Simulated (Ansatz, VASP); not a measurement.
# Two plane-wave programs on NaCl

```xyz
2
Lattice="0.0000 2.8027 2.8027 2.8027 0.0000 2.8027 2.8027 2.8027 0.0000" Properties=species:S:1:pos:R:3 pbc="T T T"
Na    0.0000    0.0000    0.0000
Cl    2.8027    2.8027    2.8027
```

Alike in both runs: task single point; functional r2SCAN; k mesh 6 × 6 × 6; no spin polarisation.

|  | VASP | Ansatz |
| --- | --- | --- |
| version | VASP 6.6.1 | Ansatz 0.2.0 |
| potentials or method | VASP PAW PBE potentials, release 64 (Na_pv, Cl) | plane waves |
| plane-wave cutoff (eV) | 550 | 500 |
| occupations | methfessel-paxton of order 1, width 0.5 eV | cold, width 0.5 eV |
| valence electrons in the cell | 14 | 16 |

|  | VASP | Ansatz | Ansatz less VASP |
| --- | --- | --- | --- |
| gap on the k mesh at the Fermi level (eV) | 6.00 | 5.98 | -0.029 |
| pressure (GPa) | -0.3 | 0.0 | +0.37 |

VASP's potentials were made for PBE, not for r2SCAN. VASP's potentials hold 14 valence electrons a cell and Ansatz's 16, so a difference there can come from the potentials and not from the codes.
